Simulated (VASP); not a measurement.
# CsSnBr3 (Pm-3m) in VASP: a series of runs, part 2 of 2

VASP 6.6.1. The steps go on from the part before.

### 5 Relaxation of cell and atoms, PBEsol, target pressure 25 GPa, at which the enthalpy is minimised

This run uses another cell than the first one, of 26.64 Å³/atom.

File INCAR:

```
PREC = Accurate
ENCUT = 500
EDIFF = 1E-7
ISMEAR = 0
SIGMA = 0.1
LREAL = False
LASPH = True
NELM = 120
ALGO = Normal
ISIF = 3
LWAVE = False
LCHARG = False
GGA = PS
IBRION = 2
NSW = 70
EDIFFG = -0.008
PSTRESS = 250.0
GGA_COMPAT = False
NELMIN = 4
```

File KPOINTS:

```
regular mesh
0
Gamma
  8 8 8
```

File POSCAR:

```
CsSnBr3
1.0
    5.1067177113      0.0000000000      0.0000000000
    0.0000000000      5.1067177113      0.0000000000
    0.0000000000      0.0000000000      5.1067177113
Cs Sn Br
1 1 3
Direct
    0.0000000000      0.0000000000      0.0000000000
    0.5000000000      0.5000000000      0.5000000000
    0.5000000000      0.0000000000      0.5000000000
    0.5000000000      0.5000000000      0.0000000000
    0.0000000000      0.5000000000      0.5000000000
```

Potentials or basis: VASP PAW PBE potentials, release 64 (Cs_sv, Sn_d, Br).

Run with:

```sh
> cat potpaw_PBE.64/Cs_sv/POTCAR potpaw_PBE.64/Sn_d/POTCAR potpaw_PBE.64/Br/POTCAR > POTCAR
> mpirun -np 1 vasp_std > vasp.out
```

OUTCAR:

```text
PREC = Accurate
   ENCUT = 500
   EDIFF = 1E-7
   ISMEAR = 0
   LREAL = False
   LASPH = True
   NELM = 120
   ISIF = 3
   GGA = PS
   IBRION = 2
   NSW = 70
   EDIFFG = -0.008
   PSTRESS = 250.0
   NELMIN = 4

 ion  position               nearest neighbor table
   1  0.000  0.000  0.000-
   2  0.500  0.500  0.500-   3 2.55   4 2.55   5 2.55   4 2.55   3 2.55   5 2.55
   3  0.500  0.000  0.500-   2 2.55   2 2.55
   4  0.500  0.500  0.000-   2 2.55   2 2.55
   5  0.000  0.500  0.500-   2 2.55   2 2.55

  LATTYP: Found a simple cubic cell.
 ALAT       =     5.1067177113

  Lattice vectors:

 A1 = (   5.1067177113,   0.0000000000,   0.0000000000)
 A2 = (   0.0000000000,   5.1067177113,   0.0000000000)
 A3 = (   0.0000000000,   0.0000000000,   5.1067177113)

Analysis of symmetry for initial positions (statically):
=====================================================================
 Subroutine PRICEL returns:
 Original cell was already a primitive cell.

 Routine SETGRP: Setting up the symmetry group for a
 simple cubic supercell.

 Subroutine GETGRP returns: Found 48 space group operations
 (whereof 48 operations were pure point group operations)
 out of a pool of 48 trial point group operations.

The static configuration has the point symmetry O_h .
[... 170 lines left out ...]

------------------------ aborting loop because EDIFF is reached ----------------------------------------

  FORCE on cell =-STRESS in cart. coord.  units (eV):
  Direction    XX          YY          ZZ          XY          YZ          ZX
  --------------------------------------------------------------------------------------
  -------------------------------------------------------------------------------------
  Total       15.3076969     15.3076969     15.3076969      0.0000000      0.0000000     -0.0000000
  in kB      184.1598201    184.1598201    184.1598201      0.0000000      0.0000000     -0.0000000
  external PRESSURE =     -65.8401799 kB  Pullay stress =     250.0000000 kB
[... 69 lines left out ...]
--------------------------------------- Ionic step        3  -------------------------------------------

 number of electron      43.9999992 magnetization

 E-fermi :   7.1910     XC(G=0):  -9.9925

 val. band max:        7.1656139911   @ k =   0.5000   0.5000   0.3750
 cond. band min:       7.2307214495   @ k =   0.5000   0.3750   0.3750
 fundamental gap:      0.0651074584
 Fermi energy:         7.1909993156

 k-point     1 :       0.0000    0.0000    0.0000
  band No.  band energies     occupation
      1     -16.2721      2.00000
      2     -15.9197      2.00000
      3     -15.9197      2.00000
      4     -15.6080      2.00000
      5     -15.6080      2.00000
      6     -15.6080      2.00000
[... 727 lines left out ...]
--------------------------------------- Ionic step        4  -------------------------------------------

 number of electron      43.9999991 magnetization

 Free energy of the ion-electron system (eV)
  ---------------------------------------------------
  ext. energy  EPLUGINS =         0.00000000
  ---------------------------------------------------
  free energy    TOTEN  =       -13.32977996 eV

  energy without entropy =      -13.32783904  energy(sigma->0) =      -13.32880950

 E-fermi :   7.2110     XC(G=0): -10.0004

 val. band max:        7.1866658043   @ k =   0.5000   0.5000   0.3750
 cond. band min:       7.2503208843   @ k =   0.5000   0.3750   0.3750
 fundamental gap:      0.0636550800
 Fermi energy:         7.2110221951

 k-point     1 :       0.0000    0.0000    0.0000
  band No.  band energies     occupation
      1     -16.2563      2.00000
      2     -15.9056      2.00000
      3     -15.9056      2.00000
      4     -15.5919      2.00000
      5     -15.5919      2.00000
      6     -15.5919      2.00000
[... 723 lines left out ...]
  energy  without entropy=      -13.3278390364  energy(sigma->0) =      -13.32880950

  enthalpy is  TOTEN    =         6.2023451650 eV   P V=       19.5321251264

 reached required accuracy - stopping structural energy minimisation
```

It took 7.6 min on 1 thread of Intel Xeon 6975P-C (Granite Rapids), shared host; peak memory 0.33 GiB.

Results:

| Quantity | Value |
| --- | --- |
| Free energy | -13.3298 eV |
| Relaxed volume | 25.04 Å³/atom |
| Relaxed cell | a = 5.002 Å, b = 5.002 Å, c = 5.002 Å, α = 90.00°, β = 90.00°, γ = 90.00° |
| Space group after relaxing (to 0.1 Å) | Pm-3m (No. 221) |
| Energy change on relaxing (the run minimises the enthalpy) | +215.1 meV/atom |
| Ionic steps | 4 |
| Pressure after relaxing | 25.0 GPa |
| Band gap on the k mesh | zero (bands 22 and 23 overlap by 0.72 eV) |

The path:
```
step  energy change (eV)  largest force (eV/Å)  pressure (GPa)  volume (Å³)
   1              0.0000                0.0000           18.42       133.18
   2              3.4410                0.0000           39.23       113.17
   3              1.0441                0.0000           24.79       125.38
   4              1.0755                0.0000           24.98       125.18
```

Final structure:
```
Cs Sn Br
1.0
     5.00234    0.00000    0.00000
     0.00000    5.00234    0.00000
     0.00000    0.00000    5.00234
Cs Sn Br
1 1 3
Direct
  0.00000 0.00000 0.00000
  0.50000 0.50000 0.50000
  0.50000 0.00000 0.50000
  0.50000 0.50000 0.00000
  0.00000 0.50000 0.50000
```

Levels at points of the mesh, in eV from the Fermi level:
```csv
k point,band 19,band 20,band 21,band 22,band 23,band 24,band 25,band 26
"(0.00, 0.00, 0.00)",-5.34,-4.68,-4.68,-4.68,0.82,0.82,1.35,1.58
"(0.50, 0.00, 0.00)",-5.51,-5.25,-5.25,-1.56,1.26,2.70,3.02,3.12
"(0.50, 0.50, 0.00)",-5.56,-5.04,-4.20,0.36,0.69,0.69,3.37,3.58
"(0.50, 0.50, 0.50)",-4.15,-4.15,-4.15,-0.33,-0.33,-0.33,2.33,2.88
```

Caveat: the cell is relaxed towards a set pressure, so the run minimises the enthalpy, not the energy; the PAW data sets were made with another functional, which shifts forces and pressure a little; spin-orbit coupling is left out, which moves the levels of the heavy elements.

### 6 Relaxation of cell and atoms, PBEsol, target pressure 12 GPa, at which the enthalpy is minimised

This run uses another cell than the first one, of 30.98 Å³/atom.

File INCAR:

```
ALGO = Normal ; EDIFF = 1E-7
EDIFFG = -0.008 ; ENCUT = 500
GGA = PS ; GGA_COMPAT = F
IBRION = 2 ; ISIF = 3
ISMEAR = 0 ; LASPH = T
LCHARG = F ; LREAL = F
LWAVE = F ; NELM = 120
NELMIN = 4 ; NSW = 70
PREC = Accurate ; PSTRESS = 120.0
SIGMA = 0.1
```

File KPOINTS:

```
k-points
0
Gamma
  8 8 8
```

Edit POSCAR of step 5 so:

```diff
@@ -2,5 +2,5 @@
 1.0
-    5.1067177113      0.0000000000      0.0000000000
-    0.0000000000      5.1067177113      0.0000000000
-    0.0000000000      0.0000000000      5.1067177113
+    5.3705529594      0.0000000000      0.0000000000
+    0.0000000000      5.3705529594      0.0000000000
+    0.0000000000      0.0000000000      5.3705529594
 Cs Sn Br
```

Potentials or basis: VASP PAW PBE potentials, release 64 (Cs_sv, Sn_d, Br).

Run with:

```sh
> cat potpaw_PBE.64/Cs_sv/POTCAR potpaw_PBE.64/Sn_d/POTCAR potpaw_PBE.64/Br/POTCAR > POTCAR
> mpirun -np 1 vasp_std > vasp.out
```

Run time: 6.5 min. Hardware: 1 thread of Intel Xeon 6975P-C (Granite Rapids), shared host; peak memory 0.33 GiB.

Results (log left out):

* Free energy: -15.4616 eV
* Relaxed volume: 28.89 Å³/atom
* Relaxed cell: a = 5.247 Å, b = 5.247 Å, c = 5.247 Å, α = 90.00°, β = 90.00°, γ = 90.00°
* Space group after relaxing (to 0.1 Å): Pm-3m (No. 221)
* Energy change on relaxing (the run minimises the enthalpy): +127.0 meV/atom
* Ionic steps: 3
* Pressure after relaxing: 12.0 GPa
* Band gap on the k mesh: zero (bands 22 and 23 overlap by 0.06 eV)

The path:
| step | energy change (eV) | largest force (eV/Å) | pressure (GPa) | volume (Å³) |
| --- | --- | --- | --- | --- |
| 1 | 0.0000 | 0.0000 | 7.68 | 154.90 |
| 2 | 1.2878 | 0.0000 | 15.99 | 136.91 |
| 3 | 0.6350 | 0.0000 | 11.98 | 144.43 |

Final structure:
```
Cs Sn Br
1.0
     5.24671    0.00000    0.00000
     0.00000    5.24671    0.00000
     0.00000    0.00000    5.24671
Cs Sn Br
1 1 3
Direct
  0.00000 0.00000 0.00000
  0.50000 0.50000 0.50000
  0.50000 0.00000 0.50000
  0.50000 0.50000 0.00000
  0.00000 0.50000 0.50000
```

Levels at points of the mesh, in eV from the Fermi level:
```tsv
k point	band 18	band 19	band 20	band 21	band 22	band 23	band 24	band 25	band 26
(0.00, 0.00, 0.00)	-4.57	-4.57	-4.15	-4.15	-4.15	1.45	1.62	1.62	2.35
(0.50, 0.00, 0.00)	-4.79	-4.79	-4.52	-4.52	-1.83	1.44	3.28	3.34	3.39
(0.50, 0.50, 0.00)	-4.89	-4.89	-4.55	-3.69	-0.13	0.79	0.79	3.69	3.85
(0.50, 0.50, 0.50)	-4.54	-3.65	-3.65	-3.65	-0.09	-0.09	-0.09	1.71	2.73
```

Caveat: the cell is relaxed towards a set pressure, so the run minimises the enthalpy, not the energy; semilocal functionals underestimate gaps, and a narrow one can read as zero; the PAW data sets were made with another functional, which shifts forces and pressure a little; spin-orbit coupling is left out, which moves the levels of the heavy elements.

### 7 Summary

```tsv
cell	k mesh	smearing	gap on the mesh (eV)	pressure (GPa)
relaxed to 90 GPa from a = 4.617 Å, 5 atoms	8 × 8 × 8	gaussian 0.1 eV	none	90.0
relaxed to 1 GPa from a = 5.745 Å, 5 atoms	6 × 6 × 6	gaussian 0.01 eV	none	1.0
relaxed to 50 GPa from a = 4.868 Å, 5 atoms	8 × 8 × 8	gaussian 0.1 eV	none	50.0
relaxed to 25 GPa from a = 5.107 Å, 5 atoms	8 × 8 × 8	gaussian 0.1 eV	none	25.0
relaxed to 12 GPa from a = 5.371 Å, 5 atoms	8 × 8 × 8	gaussian 0.1 eV	none	12.0
```

Alike in all rows: task relaxation of cell and atoms; level PBEsol; potentials or basis VASP PAW PBE potentials, release 64 (Cs_sv, Sn_d, Br); no spin polarisation; cutoff (eV) 500.

Caveats: the cell is relaxed towards a set pressure, so the run minimises the enthalpy, not the energy; the PAW data sets were made with another functional, which shifts forces and pressure a little; spin-orbit coupling is left out, which moves the levels of the heavy elements; semilocal functionals underestimate gaps, and a narrow one can read as zero (at least some runs); the highest band is partly filled, so the run has too few bands (at least some runs).

Absolute energies hang on the potentials; compare differences alone.

The gap in the log of VASP goes by the Fermi energy; the results here count the filled bands.